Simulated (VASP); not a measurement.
# Au: relaxation of cell and atoms with PBEsol

Au:

```
Au
1.0
     0.00000    2.80000    2.80000
     2.80000    0.00000    2.80000
     2.80000    2.80000    0.00000
Au
2
Direct
  0.00000 0.00000 0.00000
  0.25000 0.25000 0.25000
```

```json
{"Program": "VASP 6.6.1", "Task": "relaxation of cell and atoms", "Functional": "PBEsol", "Potentials or basis": "VASP PAW PBE potentials, release 64 (Au)", "Cutoff": "600 eV", "k mesh": "8 × 8 × 8", "Occupations": "gaussian, width 0.05 eV", "Spin": "no spin polarisation", "Target pressure": "10 GPa", "Dipole correction": "no", "Further INCAR settings": "ALGO = Normal; EDIFF = 1e-07; IBRION = 2; EDIFFG = -0.03; NSW = 80; ISIF = 3"}
```

```
Relaxed volume                                         : 24.54 Å³/atom
Relaxed cell                                           : a = 4.110 Å, b = 4.110 Å, c = 4.110 Å, α = 60.00°, β = 60.00°, γ = 60.00°
Space group after relaxing (to 0.05 Å)                 : Fd-3m (No. 227)
Energy change on relaxing (the enthalpy is what falls) : -289.9 meV/atom
Ionic steps                                            : 4
Pressure after relaxing                                : 9.8 GPa
Band gap on the k mesh                                 : zero (band 11 reaches 4.75 eV, above the bottom of band 12 at 4.10 eV)
```

The path:
```
step  energy change (eV)  largest force (eV/Å)  pressure (GPa)  volume (Å³)
   1              0.0000                0.0000           27.92        43.90
   2             -0.5786                0.0000           -5.82        61.42
   3             -0.5999                0.0000            8.98        49.43
   4             -0.5798                0.0000            9.83        49.09
```

Final structure:
```
CELL_PARAMETERS angstrom
0.00000 2.90608 2.90608
2.90608 0.00000 2.90608
2.90608 2.90608 0.00000
ATOMIC_POSITIONS crystal
Au 0.00000 0.00000 0.00000
Au 0.25000 0.25000 0.25000
```

Levels at points of the mesh, in eV from the Fermi level:
| k point | band 8 | band 9 | band 10 | band 11 | band 12 | band 13 | band 14 | band 15 |
| --- | --- | --- | --- | --- | --- | --- | --- | --- |
| (0.00, 0.00, 0.00) | -2.64 | -2.64 | -1.25 | -1.25 | 9.75 | 10.18 | 10.69 | 10.69 |
| (0.50, 0.00, 0.00) | -2.28 | -1.48 | -1.47 | -1.47 | -0.27 | 7.32 | 7.32 | 10.15 |
| (0.50, 0.50, 0.00) | -3.21 | -1.25 | -1.25 | 0.36 | 0.36 | 3.63 | 3.63 | 8.59 |

It took 53 s on 1 thread of Intel Xeon 6975P-C, on a shared host, peak memory 0.2 GiB.

Caveat: the cell is relaxed towards a set pressure, so the enthalpy falls and the energy may rise; the PAW data sets were made with another functional, which shifts forces and pressure a little; spin-orbit coupling is left out, which moves the levels of the heavy elements.
